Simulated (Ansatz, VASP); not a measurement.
## MgS in VASP and in Ansatz

```
Mg S
1.0
     0.00000    2.57563    2.60165
     2.57563    0.00000    2.60165
     2.57563    2.57563    0.00000
Mg S
1 1
Direct
  0.00000 0.00000 0.00000
  0.50000 0.50000 0.50000
```

Change from the starting cell: equal xx and yy strain of -1 %.

Alike in both runs: task single point; functional PBEsol; k mesh 10 × 10 × 10; occupations fermi-dirac, width 0.03 eV; no spin polarisation.

|  | VASP | Ansatz |
| --- | --- | --- |
| version | VASP 6.6.1 | Ansatz 0.2.0 |
| potentials or method | VASP PAW PBE potentials, release 64 (Mg, S), cutoff 520 eV | all-electron LAPW, scalar-relativistic |

|  | VASP | Ansatz | Ansatz less VASP |
| --- | --- | --- | --- |
| gap on the k mesh at the Fermi level (eV) | 2.70 | 2.70 | -0.002 |
| pressure (GPa) | 0.4 | 0.6 | +0.17 |
| traceless stress, the component that is largest in VASP (GPa) | -0.77 | -0.77 | -0.002 |

VASP's potentials were made for PBE, not for PBEsol. Ansatz ran all-electron here, and VASP with PAW potentials.
